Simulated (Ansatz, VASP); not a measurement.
## Zr3O in VASP and in Ansatz

```xyz
8
Lattice="6.0301 0.0000 0.0000 -3.0150 5.2222 0.0000 0.0000 0.0000 4.7435" Properties=species:S:1:pos:R:3 pbc="T T T"
Zr    2.0466    0.0000    0.0000
Zr    1.0233    1.7724    2.3717
Zr   -1.0233    1.7724    0.0000
Zr    3.9835    0.0000    2.3717
Zr    1.9918    3.4498    0.0000
Zr   -1.9918    3.4498    2.3717
O     0.0000    3.4815    1.1859
O     3.0150    1.7407    3.5576
```

Change from the starting cell: strain +0.080 along x and y, -0.080 along z, atoms carried along.

Alike in both runs: task single point; functional PBEsol; k mesh 12 × 12 × 8; occupations gaussian, width 0.15 eV; no spin polarisation.

|  | VASP | Ansatz |
| --- | --- | --- |
| version | VASP 6.6.1 | Ansatz 0.2.0 |
| potentials or method | VASP PAW PBE potentials, release 64 (Zr_sv, O), cutoff 520 eV | scalar-relativistic, plane waves, PAW |
| valence electrons in the cell | 84 | 84 |

|  | VASP | Ansatz | Ansatz less VASP |
| --- | --- | --- | --- |
| gap on the k mesh at the Fermi level (eV) | none | none | - |
| pressure (GPa) | -8.1 | -8.2 | -0.16 |
| traceless stress, the component that is largest in VASP (GPa) | 15.02 | 15.03 | +0.010 |
| rms of the force components (eV/Å) | 0.218 | 0.224 | +0.0065 |

VASP's potentials were made for PBE, not for PBEsol. Atom by atom the forces differ by 0.006 eV/Å (rms over components). A gap of «none» marks a metal or a gap that the smearing closes.
